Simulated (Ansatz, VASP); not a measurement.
**One calculation of MnPt2, two programs**

```xyz
3
Lattice="2.8584 0.0000 0.0000 -1.4292 2.4755 0.0000 0.0000 0.0000 6.5325" Properties=species:S:1:pos:R:3 pbc="T T T"
Mn    0.0000    0.0000    0.0000
Pt    0.0000    1.6503    4.4669
Pt    1.4292    0.8252    2.0656
```

Alike in both runs: task single point; functional PBE; k mesh 6 × 6 × 4; occupations gaussian, width 0.1 eV; collinear spin.

|  | VASP | Ansatz |
| --- | --- | --- |
| version | VASP 6.6.1 | Ansatz 0.2.0 |
| potentials or method | VASP PAW PBE potentials, release 64 (Mn_pv, Pt), cutoff 500 eV | scalar-relativistic, plane waves, PAW |
| valence electrons in the cell | 33 | 51 |

```csv
,VASP,Ansatz,Ansatz less VASP
gap on the k mesh at the Fermi level (eV),none,none,-
pressure (GPa),-1.0,-0.8,+0.20
"traceless stress, the component that is largest in VASP (GPa)",2.26,2.17,-0.091
rms of the force components (eV/Å),0.008,0.005,-0.0039
net moment per atom (μB),1.55,1.54,-0.003
size of the moment on the site where the two differ most (μB),3.78,3.76,-0.026
```

Site moments also hang on the region over which each program counts them. Atom by atom the forces differ by 0.004 eV/Å (rms over components). A gap of «none» marks a metal or a gap that the smearing closes. VASP's potentials hold 33 valence electrons a cell and Ansatz's 51, so a difference there can come from the potentials and not from the codes.

The k mesh is coarse, so the values compare programs but aren't converged. Spin-orbit coupling is off throughout.
